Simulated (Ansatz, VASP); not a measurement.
**Two plane-wave programs on Ge2Sb2Te**

```xyz
5
Lattice="5.5402 0.0000 0.0000 -2.7701 4.7980 0.0000 0.0000 0.0000 8.2057" Properties=species:S:1:pos:R:3 pbc="T T T"
Ge    0.0000    0.0000    6.9308
Ge    0.0000    0.0000    1.2749
Sb    0.0000    3.1986    4.1029
Sb    2.7701    1.5993    4.1029
Te    0.0000    0.0000    4.1029
```

Alike in both runs: functional PBE; k mesh 4 × 4 × 2; occupations gaussian, width 0.2 eV; no spin polarisation.

Ansatz relaxed the structure, and its values are those at the end. VASP's run is a single point on that final structure, the one shown.

```csv
,VASP,Ansatz
version,VASP 6.6.1,Ansatz 0.2.0
potentials or method,"VASP PAW PBE potentials, release 64 (Ge_d, Sb, Te), cutoff 500 eV","scalar-relativistic, plane waves, PAW"
valence electrons in the cell,44,74
```

|  | VASP | Ansatz | Ansatz less VASP |
| --- | --- | --- | --- |
| gap on the k mesh at the Fermi level (eV) | none | none | - |
| pressure (GPa) | 0.4 | 0.4 | +0.04 |
| rms of the force components (eV/Å) | 0.008 | 0.008 | +0.0002 |

A gap of «none» marks a metal or a gap that the smearing closes. VASP's potentials hold 44 valence electrons a cell and Ansatz's 74, so a difference there can come from the potentials and not from the codes.

The k mesh is coarse, so the values compare programs but aren't converged. Neither program's run includes spin-orbit coupling.
